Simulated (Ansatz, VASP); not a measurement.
## One calculation of In11As12, two programs

```xyz
23
Lattice="0.0000 9.2832 9.2832 6.1888 0.0000 6.1888 6.1888 6.1888 0.0000" Properties=species:S:1:pos:R:3 pbc="T T T"
In   -0.0451    0.0407    0.0482
In    3.0900    3.0990    0.0046
In    3.0777    0.0225    3.1169
In    6.1438    3.1426    3.1351
In   -0.0320    3.1084    3.0934
In    3.0954    3.1243    6.2187
In    6.1568    6.1878    6.2028
In    0.0886    6.2769    6.1184
In    3.0220    9.2102    6.1158
In    3.1078    6.1862    9.2806
In    6.2774    9.2128    9.3713
As    4.5585    4.7118    4.5987
As    7.7171    7.7633    4.6689
As    7.7522    4.6585    7.7529
As   10.7473    7.6932    7.8062
As    4.6427    7.7737    7.7536
As    7.7062   10.8448    7.7504
As    7.9715    7.5138   10.6082
As   10.8316   10.8480   10.8681
As    4.6581   10.8184   10.8352
As    7.7322   13.9292   10.8348
As    7.7243   10.8138   13.9083
As   10.8469   13.9296   13.9128
```

Alike in both runs: functional PBE; k mesh 2 × 2 × 2; occupations gaussian, width 0.05 eV; no spin polarisation.

Ansatz relaxed the structure, and its values are those at the end. VASP's run is a single point on that final structure, the one shown.

|  | VASP | Ansatz |
| --- | --- | --- |
| version | VASP 6.6.1 | Ansatz 0.2.0 |
| potentials or method | VASP PAW PBE potentials, release 64 (In_d, As), cutoff 520 eV | scalar-relativistic, plane waves, PAW |
| valence electrons in the cell | 203 | 323 |

```tsv
	VASP	Ansatz	Ansatz less VASP
gap on the k mesh at the Fermi level (eV)	none	none	-
pressure (GPa)	-1.2	-1.2	-0.03
rms of the force components (eV/Å)	0.012	0.010	-0.0016
```

A gap of «none» marks a metal or a gap that the smearing closes. The functional is the same, so the differences come from potentials, cutoffs and numerics. VASP's potentials hold 203 valence electrons a cell and Ansatz's 323, so a difference there can come from the potentials and not from the codes. Ansatz's warnings: stress scf threshold loose.

The k mesh is coarse, so the values compare programs but aren't converged.
